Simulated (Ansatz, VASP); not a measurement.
## ZrB2: VASP beside Ansatz

```
Zr B
1.0
     3.18640    0.00000    0.00000
    -1.59320    2.75950    0.00000
     0.00000    0.00000    3.62360
Zr B
1 2
Cartesian
  0.0000 0.0000 0.0000
  0.0000 1.8397 1.8118
  1.5932 0.9198 1.8118
```

Alike in both runs: task single point; functional PBEsol; k mesh 15 × 15 × 12; occupations gaussian, width 0.15 eV; no spin polarisation.

```csv
,VASP,Ansatz
version,VASP 6.6.1,Ansatz 0.2.0
potentials or method,"VASP PAW PBE potentials, release 64 (Zr_sv, B), cutoff 520 eV","scalar-relativistic, plane waves, PAW"
valence electrons in the cell,18,18
```

```csv
,VASP,Ansatz,Ansatz less VASP
gap on the k mesh at the Fermi level (eV),none,none,-
pressure (GPa),-11.3,-11.6,-0.29
"traceless stress, the component that is largest in VASP (GPa)",-4.07,-4.05,+0.015
```

VASP's potentials were made for PBE, not for PBEsol. A gap of «none» marks a metal or a gap that the smearing closes.
